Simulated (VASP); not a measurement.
Al4Cu2H: single point with PBE

The system is Al4Cu2H, a slab with vacuum.

```xyz
7
Lattice="4.0889 0.0000 0.0000 2.0443 3.5412 0.0000 0.0000 0.0000 20.3610" Properties=species:S:1:pos:R:3 pbc="T T T"
Al    4.0891    2.3610    4.0000
Al    2.0448    1.1807    5.6693
Al    0.0003    0.0002    7.3405
Al    4.0892    2.3610    8.8610
Cu    0.0004    0.0002    4.8347
Cu    2.0448    1.1806    8.2011
H     5.2249    3.5414    9.4617
```

```json
{"Program": "VASP 6.6.1", "Task": "single point", "Functional": "PBE", "Potentials or basis": "VASP PAW PBE potentials, release 64 (Al, Cu, H)", "Cutoff": "520 eV", "k mesh": "9 × 9 × 1", "Occupations": "gaussian, width 0.1 eV", "Spin": "no spin polarisation", "Dipole correction": "yes", "Further INCAR settings": "ALGO = Normal; EDIFF = 1e-06; NBANDS = 26"}
```

```yaml
Largest_force: 0.865 eV/Å
Band_gap_on_the_k_mesh: zero (an odd number of electrons rules out a gap without spin polarisation)
```

Forces on the atoms (eV/Å):
```
Al  -0.061 -0.014  0.507
Al   0.034 -0.085 -0.210
Al   0.344  0.020 -0.181
Al  -0.015 -0.177 -0.122
Cu   0.139 -0.047 -0.308
Cu   0.304 -0.136  0.311
H   -0.746  0.438  0.003
```

Levels at points of the mesh, in eV from the Fermi level:
```csv
k point,band 16,band 17,band 18,band 19,band 20,band 21
"(0.00, 0.00, 0.00)",1.19,1.35,1.67,2.26,2.50,3.25
```

It took 4.2 min on 1 thread of AMD EPYC 9R45 96-Core Processor (Zen 5), on a shared host, peak memory 0.51 GiB.
